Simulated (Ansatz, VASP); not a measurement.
**One calculation of Tl, two programs**

```
Tl
1.0
     6.04539    0.00000    0.00000
     0.00000    6.04539    0.00000
     0.00000    0.00000    6.04539
Tl
8
Cartesian
  0.0000 6.0454 6.0454
  3.0227 3.0227 3.0227
  1.5113 0.0000 3.0227
  4.5340 0.0000 3.0227
  3.0227 1.5113 6.0454
  3.0227 4.5340 0.0000
  6.0454 3.0227 1.5113
  6.0454 3.0227 4.5340
```

Alike in both runs: functional LDA; k mesh 4 × 4 × 4; occupations fermi-dirac, width 0.1 eV; no spin polarisation.

Ansatz relaxed the structure, and its values are those at the end. VASP's run is a single point on that final structure, the one shown.

|  | VASP | Ansatz |
| --- | --- | --- |
| version | VASP 6.6.1 | Ansatz 0.2.0 |
| potentials or method | VASP PAW LDA potentials, release 64 (Tl_d), cutoff 520 eV | plane waves (420 eV) with PAW, scalar-relativistic |
| valence electrons in the cell | 104 | 104 |

```tsv
	VASP	Ansatz	Ansatz less VASP
pressure (GPa)	0.1	0.0	-0.07
```

Ansatz warns that its potentials were made for another functional, while VASP's fit it. LDA's correlation is that of Perdew and Zunger in VASP and of Perdew and Wang (1992) in Ansatz.

Neither program's run includes spin-orbit coupling.
